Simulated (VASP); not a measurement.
A run of VASP 6.6.1 is set up as follows.

POSCAR

```
Cs3GaAs6
1.0
    0.0000000000      5.1609120000      5.1609120000
    5.1609120000      0.0000000000      5.1609120000
    5.1609120000      5.1609120000      0.0000000000
Cs Ga As
3 1 6
Direct
    0.7500000000      0.7500000000      0.7500000000
    0.2500000000      0.2500000000      0.2500000000
    0.0000000000      0.0000000000      0.0000000000
    0.5000000000      0.5000000000      0.5000000000
    0.2965000000      0.7035000000      0.7035000000
    0.7035000000      0.2965000000      0.7035000000
    0.7035000000      0.2965000000      0.2965000000
    0.2965000000      0.7035000000      0.2965000000
    0.7035000000      0.7035000000      0.2965000000
    0.2965000000      0.2965000000      0.7035000000
```

The input INCAR.step1:

```
PREC = Accurate
ENCUT = 520
ISMEAR = -1
SIGMA = 0.1
LREAL = False
LASPH = True
NELM = 80
NBANDS = 46
GGA = PE
ALGO = Normal
EDIFF = 1E-4
LWAVE = True
LCHARG = False
```

File INCAR.step2:

```
PREC = Accurate
ENCUT = 520
EDIFF = 1E-6
ISMEAR = -1
SIGMA = 0.1
LREAL = False
LASPH = True
NELM = 80
ALGO = Normal
ISIF = 2
LWAVE = False
LCHARG = False
METAGGA = R2SCAN
LMIXTAU = True
NBANDS = 46
ISTART = 1
```

Contents of KPOINTS:

```
regular mesh
0
Gamma
  6 6 6
```

Potentials or basis: VASP PAW PBE potentials, release 64 (Cs_sv, Ga_d, As).

Launch:

```sh
$ cat potpaw_PBE.64/Cs_sv/POTCAR potpaw_PBE.64/Ga_d/POTCAR potpaw_PBE.64/As/POTCAR > POTCAR
$ cp INCAR.step1 INCAR
$ mpirun -np 1 vasp_std > vasp.out
$ cp INCAR.step2 INCAR
$ mpirun -np 1 vasp_std > vasp.out
```

Problem. Predict the band gap on the k mesh.

Solution. Zero (bands 35 and 36 overlap by 0.38 eV).

Problem. Estimate the pressure.

Solution. 18.4 GPa.

Forces on the atoms (eV/Å):
```
Cs   0.000  0.000  0.000
Cs   0.000  0.000  0.000
Cs   0.000  0.000  0.000
Ga   0.000  0.000  0.000
As   4.342  0.000  0.000
As   0.000  4.342  0.000
As  -4.342  0.000  0.000
As   0.000 -4.342  0.000
As   0.000  0.000  4.342
As   0.000  0.000 -4.342
```

Caveat: the cell stands under pressure; the PAW data sets were made with another functional, which shifts forces and pressure a little; spin-orbit coupling is left out, which moves the levels of the heavy elements.
